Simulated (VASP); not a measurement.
**CsTi3: single point with r2SCAN**

CsTi3:

```
Cs Ti
1.0
     4.43157    0.00000    0.00000
     0.00000    4.43157    0.00000
     0.00000    0.00000    4.43157
Cs Ti
1 3
Direct
  0.00000 0.00000 0.00000
  0.00000 0.50000 0.50000
  0.50000 0.00000 0.50000
  0.50000 0.50000 0.00000
```

| Item | Value |
| --- | --- |
| Program | VASP 6.6.1 |
| Task | single point |
| Functional | r2SCAN |
| Potentials or basis | VASP PAW PBE potentials, release 64 (Cs_sv, Ti_sv) |
| Cutoff | 520 eV |
| k mesh | 4 × 4 × 4 |
| Occupations | gaussian, width 0.1 eV |
| Spin | no spin polarisation |

| Property | Result |
| --- | --- |
| Pressure | -2.1 GPa |
| Band gap on the k mesh | zero (an odd number of electrons rules out a gap without spin polarisation) |

Levels at points of the mesh, in eV from the Fermi level:
| k point | band 19 | band 20 | band 21 | band 22 | band 23 | band 24 | band 25 | band 26 | band 27 | band 28 |
| --- | --- | --- | --- | --- | --- | --- | --- | --- | --- | --- |
| (0.00, 0.00, 0.00) | -2.54 | -1.33 | -1.33 | -1.33 | -0.94 | 1.11 | 1.11 | 1.11 | 2.48 | 2.48 |
| (0.50, 0.00, 0.00) | -1.48 | -0.61 | -0.30 | -0.24 | -0.24 | 0.16 | 0.58 | 0.58 | 1.42 | 1.55 |
| (0.50, 0.50, 0.00) | -0.59 | -0.56 | -0.08 | -0.08 | 0.09 | 0.62 | 0.62 | 0.69 | 0.83 | 1.08 |
| (0.50, 0.50, 0.50) | -2.57 | -0.15 | -0.13 | 0.39 | 0.39 | 0.39 | 1.30 | 1.30 | 1.30 | 1.46 |

Run time: 2.3 min on 1 thread of Intel(R) Xeon(R) Platinum 8259CL CPU @ 2.50GHz (Skylake/Cascade Lake) (shared host), peak memory 0.21 GiB.

Caveat: the PAW data sets were made with another functional, which shifts forces and pressure a little; spin-orbit coupling is left out, which moves the levels of the heavy elements.
